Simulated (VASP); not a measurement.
Runs of VASP 6.6.1 on Sb. The structure is that of space group R-3m (No. 166), or close to it. The cells are those of the table. 

```csv
potentials or basis,spin,cell,k mesh,cutoff (eV),pressure (GPa),moment (μB),largest force (eV/Å)
"VASP PAW PBE potentials, release 64 (Sb)","non-collinear, zero start, SOC","a = 4.575 Å, angles 57.2°, 2 atoms",6 × 6 × 6,520,-0.9,0.00,0.30
"VASP PAW PBE potentials, release 64 (Sb_d_GW)",off,"a = 4.501 Å, angles 57.2°, 2 atoms",10 × 10 × 10,550,1.6,-,0.02
"VASP PAW PBE potentials, release 64 (Sb)","non-collinear, zero start, SOC","a = 4.441 Å, angles 57.2°, 2 atoms",6 × 6 × 6,520,(a),0.00,0.18
"VASP PAW PBE potentials, release 64 (Sb)","non-collinear, zero start, SOC","a = 4.501 Å, angles 57.2°, 2 atoms",6 × 6 × 6,520,1.9,0.00,0.05
```

Alike in all rows: task single point; level r2SCAN; smearing gaussian 0.05 eV.

Question: Fill in the values left out.

Answer: (a) 4.7.

Caveats: the PAW data sets were made with another functional, which shifts forces and pressure a little; the cell stands under pressure (at least some runs).

The runs don't all hold the same shells in valence.
